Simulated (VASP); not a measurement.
Here is a VASP 6.6.1 calculation.

INCAR

```
  PREC = Accurate
  ENCUT = 520
  EDIFF = 1E-6
  ISMEAR = -1
  SIGMA = 0.05
  LREAL = False
  LASPH = True
  NELM = 100
  ALGO = Normal
  ISIF = 2
  LWAVE = False
  LCHARG = True
  GGA = PE
  LELF = True
  LVHAR = True
  NBANDS = 14
```

File KPOINTS:

```
Automatic mesh
0
Gamma
  8 8 8
```

File POSCAR:

```
HfC
1.0
    0.0000000000      2.3250000000      2.3250000000
    2.3250000000      0.0000000000      2.3250000000
    2.3250000000      2.3250000000      0.0000000000
Hf C
1 1
Direct
    0.5000000000      0.5000000000      0.5000000000
    0.0000000000      0.0000000000      0.0000000000
```

Potentials or basis: VASP PAW PBE potentials, release 64 (Hf_pv, C).

Run with:

```bash
$ cat potpaw_PBE.64/Hf_pv/POTCAR potpaw_PBE.64/C/POTCAR > POTCAR
$ mpirun -np 1 vasp_std > vasp.out
```

(1) Predict the band gap on the k mesh.

(2) Estimate the pressure.

Results:

(1) zero (band 7 reaches 6.95 eV, above the bottom of band 8 at 5.53 eV).

(2) -0.4 GPa.

Caveat: spin-orbit coupling is left out, which moves the levels of the heavy elements.
